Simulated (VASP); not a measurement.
# SrV (Fm-3m) in VASP: a series of runs

The runs below take SrV through single point, with PBE.

Program: VASP 6.6.1. These are calculated values, not measurements. Logs are shortened: lines on timing, memory, paths and dates and some standing lists are left out, and cuts for length are marked.

### 1 The cell of the first run

It takes space group Fm-3m (No. 225, cubic). Conventional cell: a = 5.477 Å, b = 5.477 Å, c = 5.477 Å, α = 90.00°, β = 90.00°, γ = 90.00°. Sr (site symmetry m-3m) has 6 V at 2.74 Å within 3.6 Å. Within 3.6 Å of V (site symmetry m-3m) lie 6 Sr at 2.74 Å.

### 2 Single point, PBE, collinear spin, ferromagnetic start (volume scaled by 0.94)

Input file INCAR:

```
SYSTEM = SrV
  PREC = Accurate
  ENCUT = 520
  EDIFF = 1E-7
  ISMEAR = -1
  SIGMA = 0.05
  LREAL = .FALSE.
  LASPH = .TRUE.
  NELM = 150
  ALGO = Normal
  ISIF = 2
  LWAVE = .FALSE.
  LCHARG = .TRUE.
  ISPIN = 2
  MAGMOM = 0 2
  LORBIT = 11
  LMAXMIX = 4
  GGA = PE
  LELF = .TRUE.
  LVHAR = .TRUE.
  NBANDS = 22
```

Input file KPOINTS:

```
Automatic mesh
0
G
  8 8 8
  0 0 0
```

Input file POSCAR:

```
SrV
1.0
    0.0000000000      2.7386928315      2.7386928315
    2.7386928315      0.0000000000      2.7386928315
    2.7386928315      2.7386928315      0.0000000000
Sr V
1 1
Direct
    0.0000000000      0.0000000000      0.0000000000
    0.5000000000      0.5000000000      0.5000000000
```

Potentials or basis: VASP PAW PBE potentials, release 64 (Sr_sv, V_sv).

Command:

```console
cat potpaw_PBE.64/Sr_sv/POTCAR potpaw_PBE.64/V_sv/POTCAR > POTCAR
mpirun -np 1 vasp_std > vasp.out
```

OUTCAR:

```text
SYSTEM = SrV
   PREC = Accurate
   ENCUT = 520
   EDIFF = 1E-7
   ISMEAR = -1
   LREAL = .FALSE.
   LASPH = .TRUE.
   NELM = 150
   ISIF = 2
   ISPIN = 2
   LORBIT = 11
   GGA = PE

 ion  position               nearest neighbor table
   1  0.000  0.000  0.000-   2 2.74   2 2.74   2 2.74   2 2.74   2 2.74   2 2.74
   2  0.500  0.500  0.500-   1 2.74   1 2.74   1 2.74   1 2.74   1 2.74   1 2.74

  LATTYP: Found a face centered cubic cell.
 ALAT       =     5.4773856630

  Lattice vectors:

 A1 = (   0.0000000000,   2.7386928315,   2.7386928315)
 A2 = (   2.7386928315,   0.0000000000,   2.7386928315)
 A3 = (   2.7386928315,   2.7386928315,   0.0000000000)

Analysis of symmetry for initial positions (statically):
=====================================================================
 Subroutine PRICEL returns:
 Original cell was already a primitive cell.

 Routine SETGRP: Setting up the symmetry group for a
 face centered cubic supercell.

 Subroutine GETGRP returns: Found 48 space group operations
 (whereof 48 operations were pure point group operations)
 out of a pool of 48 trial point group operations.

The static configuration has the point symmetry O_h .

Analysis of symmetry for dynamics (positions and initial velocities):
=====================================================================
 Subroutine PRICEL returns:
 Original cell was already a primitive cell.

 Routine SETGRP: Setting up the symmetry group for a
 face centered cubic supercell.

 Subroutine GETGRP returns: Found 48 space group operations
 (whereof 48 operations were pure point group operations)
 out of a pool of 48 trial point group operations.

The dynamic configuration has the point symmetry O_h .

Analysis of structural, dynamic, and magnetic symmetry:
=====================================================================
 Subroutine PRICEL returns:
 Original cell was already a primitive cell.

 Routine SETGRP: Setting up the symmetry group for a
 face centered cubic supercell.

 Subroutine GETGRP returns: Found 48 space group operations
 (whereof 48 operations were pure point group operations)
 out of a pool of 48 trial point group operations.

The overall configuration has the point symmetry O_h .

 Subroutine INISYM returns: Found 48 space group operations
 (whereof 48 operations are pure point group operations),
 and found     1 'primitive' translations

----------------------------------------------------------------------------------------

                                     Primitive cell

  volume of cell :      41.0828

  direct lattice vectors                    reciprocal lattice vectors
     0.000000000  2.738692831  2.738692831    -0.182568850  0.182568850  0.182568850
     2.738692831  0.000000000  2.738692831     0.182568850 -0.182568850  0.182568850
     2.738692831  2.738692831  0.000000000     0.182568850  0.182568850 -0.182568850

  length of vectors
     3.873096545  3.873096545  3.873096545     0.316218524  0.316218524  0.316218524

  position of ions in fractional coordinates (direct lattice)
     0.000000000  0.000000000  0.000000000
     0.500000000  0.500000000  0.500000000

  ion indices of the primitive-cell ions
   primitive index   ion index
                 1           1
                 2           2

----------------------------------------------------------------------------------------

 KPOINTS: Automatic mesh

Automatic generation of k-mesh.
 Grid dimensions read from file:
 generate k-points for:    8    8    8

 Generating k-lattice:

  Cartesian coordinates                     Fractional coordinates (reciprocal lattice)
    -0.022821106  0.022821106  0.022821106     0.125000000  0.000000000  0.000000000
     0.022821106 -0.022821106  0.022821106     0.000000000  0.125000000  0.000000000
     0.022821106  0.022821106 -0.022821106     0.000000000  0.000000000  0.125000000

  Length of vectors
     0.039527315  0.039527315  0.039527315

  Shift w.r.t. Gamma in fractional coordinates (k-lattice)
     0.000000000  0.000000000  0.000000000

 Subroutine IBZKPT returns following result:
 ===========================================

 Found     29 irreducible k-points:

 Following reciprocal coordinates:
            Coordinates               Weight
  0.000000  0.000000  0.000000      1.000000
  0.125000  0.000000  0.000000      8.000000
  0.250000  0.000000  0.000000      8.000000
  0.375000  0.000000  0.000000      8.000000
  0.500000  0.000000  0.000000      4.000000
  0.125000  0.125000  0.000000      6.000000
[... 16 lines left out ...]
  0.500000  0.250000  0.125000     48.000000
 -0.375000  0.250000  0.125000     24.000000
 [... further k-points ...]
   k-points           NKPTS =     29   k-points in BZ     NKDIM =     29   number of bands    NBANDS=     22
   number of dos      NEDOS =    301   number of ions     NIONS =      2
   total plane-waves  NPLWV =  27000
   dimension x,y,z NGX =    30 NGY =   30 NGZ =   30
   dimension x,y,z NGXF=    60 NGYF=   60 NGZF=   60
   ions per type =               1   1
   NGX,Y,Z   is equivalent  to a cutoff of  12.88, 12.88, 12.88 a.u.
   NGXF,Y,Z  is equivalent  to a cutoff of  25.75, 25.75, 25.75 a.u.
 SYSTEM =  SrV
   PREC   = accura    normal or accurate (medium, high low for compatibility)
   ISTART =      0    job   : 0-new  1-cont  2-samecut
   ICHARG =      2    charge: 1-file 2-atom 10-const
   ISPIN  =      2    spin polarized calculation?
   LNONCOLLINEAR =      F non collinear calculations
   LSORBIT =      F    spin-orbit coupling
   LASPH  =      T    aspherical Exc in radial PAW
   ENCUT  =  520.0 eV  38.22 Ry    6.18 a.u.   7.20  7.20  7.20*2*pi/ulx,y,z
   NELM   =    150;   NELMIN=  2; NELMDL= -5     # of ELM steps
   EDIFF  = 0.1E-06   stopping-criterion for ELM
   LREAL  =      F    real-space projection
   EDIFFG = 0.1E-05   stopping-criterion for IOM
   NSW    =      0    number of steps for IOM
   IBRION =     -1    ionic relax: 0-MD 1-quasi-New 2-CG
   NFREE  =      0    steps in history (QN), initial steepest desc. (CG)
   ISIF   =      2    stress and relaxation
   ISYM   =      2    0-nonsym 1-usesym 2-fastsym
   POTIM  = 0.5000    time-step for ionic-motion
   TEBEG  =    0.0;   TEEND  =   0.0 temperature during run
   PSTRESS=    0.0 pullay stress
   NELECT =      23.0000    total number of electrons
   NUPDOWN=      -1.0000    fix difference up-down
   EMIN   =  10.00;   EMAX   =-10.00  energy-range for DOS
   EFERMI =   0.00;   METHOD = LEGACY
   ISMEAR =    -1;   SIGMA  =   0.05  broadening in eV -4-tet -1-fermi 0-gaus
   EFERMI_NEDOS =   21; number of points for ismear=-14 and -15
   IALGO  =     38    algorithm
   IMIX   =      4    mixing-type and parameters
     AMIX     =   0.40;   BMIX     =  1.00
     AMIX_MAG =   1.60;   BMIX_MAG =  1.00
  volume/ion in A,a.u.               =      20.54       138.62
  Fermi-wavevector in a.u.,A,eV,Ry     =   1.349266  2.549742 24.769647  1.820518
  Thomas-Fermi vector in A             =   2.476867
   LORBIT       =     11    0 simple, 1 ext, 2 COOP (PROOUT), +10 PAW based schemes
   GGA     = PE    functional components
   LHFCALC =     F    Hartree Fock is set to
   AEXX    =    0.0000 exact exchange contribution
   IVDW    =     0    specifies the selected vdW correction
   LEPSILON=     F    determine dielectric tensor
   LRPA    =     F    only Hartree local field effects (RPA)
 spin polarized calculation
  energy-cutoff  :      520.00
  volume of cell :       41.08
 maximum number of plane-waves:      1124
 NGX is ok and might be reduce to    30
   NGX = 15   NGY = 15   NGZ = 15

 number of electron      22.9999993 magnetization       2.9563712

 Free energy of the ion-electron system (eV)
  ---------------------------------------------------
  ext. energy  EPLUGINS =         0.00000000
  ---------------------------------------------------
  free energy    TOTEN  =        -6.09724192 eV

  energy without entropy =       -6.07344357  energy(sigma->0) =       -6.08534274

 E-fermi :   5.8221     XC(G=0): -10.7906

 val. band max:        5.8054077243   @ k =  -0.3750   0.1250   0.0000
 cond. band min:       5.8225986169   @ k =   0.5000   0.1250   0.0000
 fundamental gap:      0.0171908926
 Fermi energy:         5.8220648588

 spin component 1

 k-point     1 :       0.0000    0.0000    0.0000
  band No.  band energies     occupation
      1     -58.6405      1.00000
      2     -32.5961      1.00000
      3     -32.5961      1.00000
      4     -32.5961      1.00000
      5     -28.6770      1.00000
      6     -10.6640      1.00000
[... 14 lines left out ...]
     21      15.7876      0.00000
     22      15.7876      0.00000
[... 552 lines left out ...]
  band No.  band energies     occupation
      1     -58.6386      1.00000
      2     -32.6372      1.00000
      3     -32.6053      1.00000
      4     -32.6012      1.00000
      5     -28.5683      1.00000
      6     -11.2751      1.00000
[... 14 lines left out ...]
     21      17.4269      0.00000
     22      17.6991      0.00000

 [... further k-points ...]

 spin component 2

 k-point     1 :       0.0000    0.0000    0.0000
  band No.  band energies     occupation
      1     -56.3329      1.00000
      2     -30.3009      1.00000
      3     -30.3009      1.00000
      4     -30.3009      1.00000
      5     -28.5728      1.00000
      6     -10.5227      1.00000
[... 14 lines left out ...]
     21      17.1203      0.00000
     22      17.1203      0.00000
[... 552 lines left out ...]
  band No.  band energies     occupation
      1     -56.3308      1.00000
      2     -30.3789      1.00000
      3     -30.3116      1.00000
      4     -30.3069      1.00000
      5     -28.4316      1.00000
      6     -11.1064      1.00000
[... 14 lines left out ...]
     21      17.9404      0.00000
     22      18.3449      0.00000

 [... further k-points ...]

------------------------ aborting loop because EDIFF is reached ----------------------------------------

  FORCE on cell =-STRESS in cart. coord.  units (eV):
  Direction    XX          YY          ZZ          XY          YZ          ZX
  --------------------------------------------------------------------------------------
  -------------------------------------------------------------------------------------
  Total        6.3764036      6.3764036      6.3764036      0.0000000     -0.0000000     -0.0000000
  in kB      248.6717279    248.6717279    248.6717279      0.0000000     -0.0000000     -0.0000000
  external PRESSURE =     248.6717279 kB  Pullay stress =       0.0000000 kB

 VOLUME and BASIS-vectors are now :
 -----------------------------------------------------------------------------
  energy-cutoff  :      520.00
  volume of cell :       41.08
      direct lattice vectors                 reciprocal lattice vectors
     0.000000000  2.738692831  2.738692831    -0.182568850  0.182568850  0.182568850
     2.738692831  0.000000000  2.738692831     0.182568850 -0.182568850  0.182568850
     2.738692831  2.738692831  0.000000000     0.182568850  0.182568850 -0.182568850

 POSITION                                       TOTAL-FORCE (eV/Angst)
 -----------------------------------------------------------------------------------
      0.00000      0.00000      0.00000         0.000000     -0.000000     -0.000000
      2.73869      2.73869      2.73869        -0.000000      0.000000      0.000000
 -----------------------------------------------------------------------------------
    total drift:                                0.000000      0.000000      0.000000

  FREE ENERGIE OF THE ION-ELECTRON SYSTEM (eV)
  ---------------------------------------------------
  free  energy   TOTEN  =        -6.0972419186 eV

  energy  without entropy=       -6.0734435694  energy(sigma->0) =       -6.08534274

 total charge

# of ion       s       p       d       tot
------------------------------------------
    1        2.093   5.744   0.566   8.402
    2        2.287   6.045   3.317  11.649
--------------------------------------------------
tot          4.379  11.789   3.883  20.051

 magnetization (x)

# of ion       s       p       d       tot
------------------------------------------
    1        0.009   0.021   0.151   0.181
    2        0.063   0.011   2.390   2.464
--------------------------------------------------
tot          0.072   0.032   2.541   2.645
```

Run time: 37 s. Hardware: 1 thread of Intel Xeon Platinum 8559C (Emerald Rapids), shared host; peak memory 0.21 GiB.

What came out:

```
Free energy                                           : -6.0972 eV
Pressure                                              : 24.9 GPa
Net moment                                            : 2.96 μB per cell
Site moments                                          : Sr +0.18; V +2.46 μB
Valence electrons inside the program's atomic spheres : Sr 8.40; V 11.65
```

### 3 Single point, PBE, collinear spin, ferromagnetic start (volume scaled by 0.96)

Input file INCAR:

```
SYSTEM = SrV
  PREC = Accurate
  ENCUT = 520
  EDIFF = 1E-6
  ISMEAR = -1
  SIGMA = 0.05
  LREAL = .False.
  LASPH = .True.
  NELM = 150
  ALGO = Normal
  ISIF = 2
  LWAVE = .False.
  LCHARG = .False.
  ISPIN = 2
  MAGMOM = 0 2
  LORBIT = 11
  LMAXMIX = 4
  GGA = PE
  NBANDS = 22
```

Input file KPOINTS:

```
Automatic mesh
0
Gamma
  8 8 8
  0 0 0
```

Input file POSCAR:

```
SrV
1.0
    0.0000000000      2.7579800362      2.7579800362
    2.7579800362      0.0000000000      2.7579800362
    2.7579800362      2.7579800362      0.0000000000
Sr V
1 1
Direct
    0.0000000000      0.0000000000      0.0000000000
    0.5000000000      0.5000000000      0.5000000000
```

Potentials or basis: VASP PAW PBE potentials, release 64 (Sr_sv, V_sv).

Command:

```console
cat potpaw_PBE.64/Sr_sv/POTCAR potpaw_PBE.64/V_sv/POTCAR > POTCAR
mpirun -np 1 vasp_std > vasp.out
```

OUTCAR:

```text
SYSTEM = SrV
   PREC = Accurate
   ENCUT = 520
   EDIFF = 1E-6
   ISMEAR = -1
   LREAL = .False.
   LASPH = .True.
   NELM = 150
   ISIF = 2
   ISPIN = 2
   LORBIT = 11
   GGA = PE

 ion  position               nearest neighbor table
   1  0.000  0.000  0.000-   2 2.76   2 2.76   2 2.76   2 2.76   2 2.76   2 2.76
   2  0.500  0.500  0.500-   1 2.76   1 2.76   1 2.76   1 2.76   1 2.76   1 2.76

  LATTYP: Found a face centered cubic cell.
 ALAT       =     5.5159600724

  Lattice vectors:

 A1 = (   0.0000000000,   2.7579800362,   2.7579800362)
 A2 = (   2.7579800362,   0.0000000000,   2.7579800362)
 A3 = (   2.7579800362,   2.7579800362,   0.0000000000)
[... 1413 lines left out ...]

 VOLUME and BASIS-vectors are now :
 -----------------------------------------------------------------------------
  energy-cutoff  :      520.00
  volume of cell :       41.96
      direct lattice vectors                 reciprocal lattice vectors
     0.000000000  2.757980036  2.757980036    -0.181292103  0.181292103  0.181292103
     2.757980036  0.000000000  2.757980036     0.181292103 -0.181292103  0.181292103
     2.757980036  2.757980036  0.000000000     0.181292103  0.181292103 -0.181292103

 POSITION                                       TOTAL-FORCE (eV/Angst)
 -----------------------------------------------------------------------------------
      0.00000      0.00000      0.00000         0.000000     -0.000000     -0.000000
      2.75798      2.75798      2.75798        -0.000000      0.000000      0.000000
 -----------------------------------------------------------------------------------
    total drift:                                0.000000      0.000000      0.000000

  FREE ENERGIE OF THE ION-ELECTRON SYSTEM (eV)
  ---------------------------------------------------
  free  energy   TOTEN  =        -6.2283170828 eV

  energy  without entropy=       -6.2052118332  energy(sigma->0) =       -6.21676446

 total charge

# of ion       s       p       d       tot
------------------------------------------
    1        2.090   5.745   0.546   8.381
    2        2.288   6.042   3.302  11.632
--------------------------------------------------
tot          4.378  11.787   3.847  20.013

 magnetization (x)

# of ion       s       p       d       tot
------------------------------------------
    1        0.009   0.021   0.146   0.176
    2        0.064   0.011   2.408   2.483
--------------------------------------------------
tot          0.073   0.032   2.554   2.659
```

It took 33 s on 1 thread of Intel Xeon Platinum 8559C (Emerald Rapids), shared host; peak memory 0.21 GiB.

What came out:

* Free energy: -6.2283 eV
* Pressure: 23.1 GPa
* Band gap on the k mesh: zero (filled and empty bands overlap)
* Net moment: 2.98 μB per cell
* Site moments: Sr +0.18; V +2.48 μB
* Valence electrons inside the program's atomic spheres: Sr 8.38; V 11.63

### 4 Single point, PBE, collinear spin, ferromagnetic start (volume scaled by 0.98)

Input file INCAR:

```
SYSTEM = SrV
ALGO = Normal ; EDIFF = 1E-6
ENCUT = 520 ; GGA = PE
ISIF = 2 ; ISMEAR = -1
ISPIN = 2 ; LASPH = .True.
LCHARG = .True. ; LELF = .True.
LMAXMIX = 4 ; LORBIT = 11
LREAL = .False. ; LVHAR = .True.
LWAVE = .False. ; MAGMOM = 0 2
NBANDS = 22 ; NELM = 150
PREC = Accurate ; SIGMA = 0.05
```

Input file KPOINTS:

```
k-points
0
Gamma
  8 8 8
  0 0 0
```

Input file POSCAR:

```
SrV
1.0
    0.0000000000      2.7770011893      2.7770011893
    2.7770011893      0.0000000000      2.7770011893
    2.7770011893      2.7770011893      0.0000000000
Sr V
1 1
Direct
    0.0000000000      0.0000000000      0.0000000000
    0.5000000000      0.5000000000      0.5000000000
```

Command:

```console
cat potpaw_PBE.64/Sr_sv/POTCAR potpaw_PBE.64/V_sv/POTCAR > POTCAR
mpirun -np 1 vasp_std > vasp.out
```

Run time: 38 s. Hardware: 1 thread of Intel Xeon Platinum 8559C (Emerald Rapids), shared host; peak memory 0.21 GiB.

The run converged. Its results:

```yaml
Free_energy: -6.3500 eV
Pressure: 21.4 GPa
Band_gap_on_the_k_mesh: zero (filled and empty bands overlap)
Net_moment: 3.00 μB per cell
Site_moments: Sr +0.17; V +2.50 μB
Valence_electrons_inside_the_program's_atomic_spheres: Sr 8.36; V 11.62
```

Levels at points of the mesh, in eV from the Fermi level:
Spin up:
```csv
k point,band 10,band 11,band 12,band 13,band 14,band 15,band 16,band 17
"(0.00, 0.00, 0.00)",-1.71,-1.71,-1.45,-1.45,-1.45,5.63,5.63,5.63
"(0.50, 0.00, 0.00)",-1.21,-0.29,-0.29,0.09,0.09,1.55,2.07,2.07
"(0.50, 0.50, 0.00)",-1.81,-1.14,-0.66,0.34,0.34,1.44,4.55,5.82
```
Spin down:
```tsv
k point	band 8	band 9	band 10	band 11	band 12	band 13
(0.00, 0.00, 0.00)	-16.36	-4.13	-0.22	-0.22	-0.22	0.41
(0.50, 0.00, 0.00)	-16.50	-1.31	-0.20	1.58	1.58	2.62
(0.50, 0.50, 0.00)	-16.55	-1.97	-0.65	1.20	1.65	1.68
```

### 5 Summary

| cell | gap on the mesh (eV) | pressure (GPa) | moment (μB) |
| --- | --- | --- | --- |
| a = 3.873 Å, angles 60.0°, 2 atoms | none | 24.9 | 2.96 |
| a = 3.900 Å, angles 60.0°, 2 atoms | none | 23.1 | 2.98 |
| a = 3.927 Å, angles 60.0°, 2 atoms | none | 21.4 | 3.00 |

Alike in all rows: task single point; level PBE; potentials or basis VASP PAW PBE potentials, release 64 (Sr_sv, V_sv); spin collinear, ferromagnetic start; k mesh 8 × 8 × 8; cutoff (eV) 520; smearing fermi-dirac 0.05 eV.

Absolute energies hang on the potentials; compare differences alone.
